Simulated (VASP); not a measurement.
Write the native input for VASP 6.6.1 that does the following.

```yaml
Task: electric field gradients
Functional: PBE
Potentials_or_basis: VASP PAW PBE potentials, release 64 (Ge_d)
Cutoff: 520 eV
k_mesh: 10 × 10 × 10
Occupations: fermi-dirac, width 0.05 eV
Spin: no spin polarisation
Dipole_correction: no
Further_INCAR_settings: ALGO = Normal; EDIFF = 1e-08; NBANDS = 21
```

The structure of Ge lies in POSCAR:

```
Ge
1.0
   -0.0282877000      2.8146261500      2.8146261500
    2.8146261500     -0.0282877000      2.8146261500
    2.8146261500      2.8146261500     -0.0282877000
Ge
2
Direct
    0.5000000000      0.5000000000      0.5000000000
    0.7500000000      0.7500000000      0.7500000000
```

This cell differs from its parent crystal: equal xy, yz and zx shear strains of -1 %.

These files were run (other wordings do the same):

INCAR

```
SYSTEM = Ge
ALGO = Normal
EDIFF = 1E-8
ENCUT = 520
GGA = PE
ISIF = 2
ISMEAR = -1
LASPH = .True.
LCHARG = .False.
LEFG = .True.
LREAL = .False.
LWAVE = .False.
NBANDS = 21
NELM = 60
PREC = Accurate
SIGMA = 0.05
```

KPOINTS

```
k-points
0
Gamma
  10 10 10
  0 0 0
```

Potentials or basis: VASP PAW PBE potentials, release 64 (Ge_d).

Command:

```bash
$ cat potpaw_PBE.64/Ge_d/POTCAR > POTCAR
$ mpirun -np 1 vasp_std > vasp.out
```

Results of the run:

```json
{"Pressure": "3.6 GPa", "Largest force": "0.170 eV/Å"}
```

Caveat: the cell differs from its parent crystal (equal xy, yz and zx shear strains of -1 %); without QUAD_EFG the Cq values of the log hold for a quadrupole moment of 1 mb, not for the nuclei.

It took 2.3 min on 1 thread of Intel(R) Xeon(R) Platinum 8259CL CPU @ 2.50GHz (Skylake/Cascade Lake), on a shared host, peak memory 0.23 GiB.
